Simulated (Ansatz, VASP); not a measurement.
# CoO in VASP and in Ansatz

```
Co O
1.0
     3.23972    0.00000    0.00000
    -1.61986    2.80568    0.00000
     0.00000    0.00000    5.29752
Co O
2 2
Direct
  0.33333 0.66667 0.50336
  0.00000 0.00000 0.00347
  0.33333 0.66667 0.87156
  0.00000 0.00000 0.37161
```

Change from the starting cell: volume scaled by 1.04.

Alike in both runs: task single point; functional LDA; k mesh 10 × 10 × 5; occupations fermi-dirac, width 0.05 eV; collinear spin.

```csv
,VASP,Ansatz
version,VASP 6.6.1,Ansatz 0.2.0
potentials or method,"VASP PAW LDA potentials, release 64 (Co, O), cutoff 520 eV","all-electron LAPW, scalar-relativistic"
```

```csv
,VASP,Ansatz,Ansatz less VASP
gap on the k mesh at the Fermi level (eV),none,none,-
pressure (GPa),-19.2,-21.3,-2.09
"traceless stress, the component that is largest in VASP (GPa)",1.62,1.08,-0.536
rms of the force components (eV/Å),0.119,0.039,-0.0798
net moment per atom (μB),1.41,0.00,-1.408
size of the moment on the site where the two differ most (μB),2.40,2.18,-0.221
```

The net moments are unlike, so the other rows may belong to different states. LDA's correlation is that of Perdew and Zunger in VASP and of Perdew and Wang (1992) in Ansatz. Site moments also hang on the region over which each program counts them. Atom by atom the forces differ by 0.159 eV/Å (rms over components). A gap of «none» marks a metal or a gap that the smearing closes. Ansatz ran all-electron here, and VASP with PAW potentials.
